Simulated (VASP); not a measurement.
Write the native input for VASP 6.6.1 that does the following.

```yaml
Task: single point
Functional: PBEsol
Potentials_or_basis: VASP PAW PBE potentials, release 64 (Br, K_sv)
Cutoff: 520 eV
k_mesh: 7 × 7 × 7
Occupations: fermi-dirac, width 0.05 eV
Spin: no spin polarisation
Dipole_correction: no
Further_INCAR_settings: ALGO = Normal; EDIFF = 1e-06; NBANDS = 15
```

The structure of KBr lies in POSCAR:

```
KBr
1.0
    0.0000000000      2.9589657357      2.9589657357
    2.9589657357      0.0000000000      2.9589657357
    2.9589657357      2.9589657357      0.0000000000
Br K
1 1
Direct
    0.5000000000      0.5000000000      0.5000000000
    0.0000000000      0.0000000000      0.0000000000
```

These files were run (other wordings do the same):

INCAR

```
PREC = Accurate
ENCUT = 520
EDIFF = 1E-6
ISMEAR = -1
SIGMA = 0.05
LREAL = F
LASPH = T
NELM = 80
ALGO = Normal
ISIF = 2
LWAVE = F
LCHARG = T
GGA = PS
LELF = T
LVHAR = T
NBANDS = 15
```

KPOINTS

```
regular mesh
0
Gamma
  7 7 7
```

Potentials or basis: VASP PAW PBE potentials, release 64 (Br, K_sv).

The run is started by

```console
$ cat potpaw_PBE.64/Br/POTCAR potpaw_PBE.64/K_sv/POTCAR > POTCAR
$ mpirun -np 1 vasp_std > vasp.out
```

It gave:

The pressure is 10.2 GPa. The band gap on the k mesh is 5.11 eV, indirect (least direct gap 5.29 eV).

Caveat: the PAW data sets were made with another functional, which shifts forces and pressure a little.

Wall time 26 s on 1 thread of AMD EPYC 7R43 64-Core Processor (Zen 3) (shared host), peak memory 0.14 GiB.
